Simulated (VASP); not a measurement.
## Ca: relaxation of cell and atoms with PBE

The system is Ca.

```
Ca
1.0
     0.00000    2.76271    2.76271
     2.76271    0.00000    2.76271
     2.76271    2.76271    0.00000
Ca
1
Direct
  0.00000 0.00000 0.00000
```

- Program: VASP 6.6.1
- Task: relaxation of cell and atoms
- Functional: PBE
- Potentials or basis: VASP PAW PBE potentials, release 64 (Ca_sv)
- Cutoff: 600 eV
- k mesh: 14 × 14 × 14
- Occupations: fermi-dirac, width 0.08 eV
- Spin: no spin polarisation
- Dipole correction: no
- Further INCAR settings: ALGO = Normal; EDIFF = 1e-06; IBRION = 2; EDIFFG = -0.005; NSW = 60; ISIF = 3

The relaxed volume is 42.27 Å³/atom. The relaxed cell is a = 3.910 Å, b = 3.910 Å, c = 3.910 Å, α = 60.00°, β = 60.00°, γ = 60.00°, the space group after relaxing (to 0.05 Å) is Fm-3m (No. 225) and the energy gained by relaxing is 0.0 meV/atom. The ionic steps are 4. The pressure after relaxing is 0.0 GPa and the band gap on the k mesh is zero (band 5 reaches 2.11 eV, above the bottom of band 6 at 1.79 eV).

Final structure:
```
CELL_PARAMETERS angstrom
0.00000 2.76493 2.76493
2.76493 0.00000 2.76493
2.76493 2.76493 0.00000
ATOMIC_POSITIONS crystal
Ca 0.00000 0.00000 0.00000
```

Levels at points of the mesh, in eV from the Fermi level:
```csv
k point,band 1,band 2,band 3,band 4,band 5,band 6,band 7,band 8,band 9
"(0.00, 0.00, 0.00)",-42.02,-22.93,-22.93,-22.93,-4.02,2.34,2.34,2.34,3.41
"(0.50, 0.00, 0.00)",-42.00,-23.07,-22.95,-22.95,-0.98,-0.16,2.22,2.22,4.09
"(0.50, 0.50, 0.00)",-42.00,-23.06,-22.98,-22.98,-0.45,0.58,0.96,4.08,4.27
```

It took 65 s on 1 thread of Intel(R) Xeon(R) Platinum 8259CL CPU @ 2.50GHz (Skylake/Cascade Lake), on a shared host, peak memory 0.22 GiB.
